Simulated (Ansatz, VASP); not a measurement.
C: VASP beside Ansatz

```
C
1.0
     0.02493    1.79991    1.79991
     1.79991    0.02493    1.79991
     1.79991    1.79991    0.02493
C
2
Direct
  0.00009 0.00009 0.00009
  0.24991 0.24991 0.24991
```

Change from the starting cell: strained cell.

Alike in both runs: functional PBEsol; k mesh 9 × 9 × 9; occupations gaussian, width 0.02 eV; no spin polarisation.

Ansatz relaxed the structure, and its values are those at the end. VASP's run is a single point on that final structure, the one shown.

|  | VASP | Ansatz |
| --- | --- | --- |
| version | VASP 6.6.1 | Ansatz 0.2.0 |
| potentials or method | VASP PAW PBE potentials, release 64 (C), cutoff 600 eV | scalar-relativistic, plane waves, PAW |
| valence electrons in the cell | 8 | 8 |

```tsv
	VASP	Ansatz	Ansatz less VASP
gap on the k mesh at the Fermi level (eV)	3.99	4.00	+0.005
least direct gap on the mesh (eV)	5.07	5.07	0.000
pressure (GPa)	-7.1	-7.5	-0.43
rms of the force components (eV/Å)	0.006	0.001	-0.0045
```

VASP's potentials were made for PBE, not for PBEsol, and Ansatz warns of the same on its side. The functional is the same, so the differences come from potentials, cutoffs and numerics. Ansatz's warnings: stress scf threshold loose.
